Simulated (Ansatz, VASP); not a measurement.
# One calculation of Cu, two programs

```
Cu
1.0
     2.53076    0.00000    0.00000
    -1.26538    2.19171    0.00000
     0.00000    0.00000    8.26182
Cu
4
Direct
  0.00000 0.00000 0.00000
  0.33333 0.66667 0.25000
  0.00000 0.00000 0.50000
  0.68948 0.37896 0.75000
```

Alike in both runs: task single point; functional PBEsol; k mesh 10 × 10 × 3; occupations methfessel-paxton of order 1, width 0.1 eV; no spin polarisation.

|  | VASP | Ansatz |
| --- | --- | --- |
| version | VASP 6.6.1 | Ansatz 0.2.0 |
| potentials or method | VASP PAW PBE potentials, release 64 (Cu) | plane waves, PAW |
| plane-wave cutoff (eV) | 520 | 420 |
| valence electrons in the cell | 44 | 76 |

|  | VASP | Ansatz | Ansatz less VASP |
| --- | --- | --- | --- |
| rms of the force components (eV/Å) | 0.059 | 0.059 | -0.0001 |

VASP's potentials were made for PBE, not for PBEsol. Atom by atom the forces differ by 0.000 eV/Å (rms over components). With one functional, cell and mesh, what is left measures potentials, basis and numerics. VASP's potentials hold 44 valence electrons a cell and Ansatz's 76, so a difference there can come from the potentials and not from the codes.
